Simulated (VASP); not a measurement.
Wanted: the native input for a VASP 6.6.1 run.

```
Task                   : single point
Functional             : PBE
Potentials or basis    : VASP PAW PBE potentials, release 64 (Au)
Cutoff                 : 520 eV
k mesh                 : 20 × 20 × 20
Occupations            : methfessel-paxton, width 0.1 eV
Spin                   : no spin polarisation
Dipole correction      : no
Further INCAR settings : ALGO = Fast; EDIFF = 1e-06; NBANDS = 12
```

The structure of Au lies in POSCAR:

```
Au
1.0
    0.0000000000      2.0790917617      2.0790917617
    2.0790917617      0.0000000000      2.0790917617
    2.0790917617      2.0790917617      0.0000000000
Au
1
Direct
    0.0000000000      0.0000000000      0.0000000000
```

One way to write it, as run:

INCAR

```
SYSTEM = Au
  PREC = Accurate
  ENCUT = 520
  EDIFF = 1E-6
  ISMEAR = 1
  SIGMA = 0.1
  LREAL = .FALSE.
  LASPH = .TRUE.
  NELM = 80
  ALGO = Fast
  ISIF = 2
  LWAVE = .FALSE.
  LCHARG = .FALSE.
  GGA = PE
  NBANDS = 12
```

KPOINTS

```
Automatic mesh
0
G
  20 20 20
  0 0 0
```

Potentials or basis: VASP PAW PBE potentials, release 64 (Au).

Launch:

```sh
$ cat potpaw_PBE.64/Au/POTCAR > POTCAR
$ mpirun -np 1 vasp_std > vasp.out
```

It gave:

```yaml
Pressure: -0.2 GPa
```

It took 88 s on 1 thread of AMD EPYC 7R43 64-Core Processor (Zen 3), on a shared host, peak memory 0.15 GiB.
